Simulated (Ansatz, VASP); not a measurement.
**Two plane-wave programs on MgO**

Contents of INCAR:

```
SYSTEM = MgO
PREC = Accurate
ENCUT = 520
EDIFF = 1E-6
ISMEAR = 0
SIGMA = 0.05
LREAL = .FALSE.
LASPH = .TRUE.
NELM = 80
ALGO = Normal
ISIF = 2
LWAVE = .FALSE.
LCHARG = .TRUE.
GGA = PE
LELF = .TRUE.
LVHAR = .TRUE.
NBANDS = 16
```

File KPOINTS:

```
regular mesh
0
G
  9 9 6
  0 0 0
```

File POSCAR:

```
MgO
1.0
    3.3706506669      0.0000000000      0.0000000000
   -1.6853253335      2.9190691049      0.0000000000
    0.0000000000      0.0000000000      5.2070772651
Mg O
2 2
Direct
    0.3363138326      0.6726276651      0.0063188067
    0.6696471659      0.3392943318      0.5063188067
    0.3288054857      0.6576109715      0.3982811933
    0.6621388191      0.3242776382      0.8982811933
```

Input for Ansatz:

```yaml
crystal:
  lattice:
    - [3.3706506669, 0.0, 0.0]
    - [-1.6853253335, 2.9190691049, 0.0]
    - [0.0, 0.0, 5.2070772651]
  atoms:
    - { symbol: Mg, position: [0.3363138326, 0.6726276651, 0.0063188067] }
    - { symbol: Mg, position: [0.6696471659, 0.3392943318, 0.5063188067] }
    - { symbol: O, position: [0.3288054857, 0.6576109715, 0.3982811933] }
    - { symbol: O, position: [0.6621388191, 0.3242776382, 0.8982811933] }
basis:
  ecutwfc: 520.0
kpoints:
  mp_grid: { grid: [9, 9, 6] }
hamiltonian:
  xc: pbe
  pseudopotentials: { kind: paw, azcp: { folder: soft_1 } }
scf:
  occupations: { method: gaussian, width: 0.05 }
output:
  forces: true
  stress: true
  eigenvalues: true
```

Change from the starting cell: mode 11 frozen in at -0.026 Å, equal normal strain along x, y and z +0.0167.

Alike in both runs: task single point; functional PBE; k mesh 9 × 9 × 6; occupations gaussian, width 0.05 eV; no spin polarisation.

|  | VASP | Ansatz |
| --- | --- | --- |
| version | VASP 6.6.1 | Ansatz 0.2.0 |
| potentials or method | VASP PAW PBE potentials, release 64 (Mg, O), cutoff 520 eV | scalar-relativistic, plane waves, PAW |
| valence electrons in the cell | 16 | 32 |

VASP gave:

* gap on the k mesh at the Fermi level (eV): 3.13
* least direct gap on the mesh (eV): 3.13
* pressure (GPa): -5.5
* traceless stress, the component that is largest in VASP (GPa): -0.74
* rms of the force components (eV/Å): 0.195

Question: Estimate Ansatz's values.

Answer: gap on the k mesh at the Fermi level (eV): 3.15; least direct gap on the mesh (eV): 3.15; pressure (GPa): -5.0; traceless stress, the component that is largest in VASP (GPa): -0.73; rms of the force components (eV/Å): 0.193.

Atom by atom the forces differ by 0.002 eV/Å (rms over components). The functional is the same, so the differences come from potentials, cutoffs and numerics. VASP's potentials hold 16 valence electrons a cell and Ansatz's 32, so a difference there can come from the potentials and not from the codes.
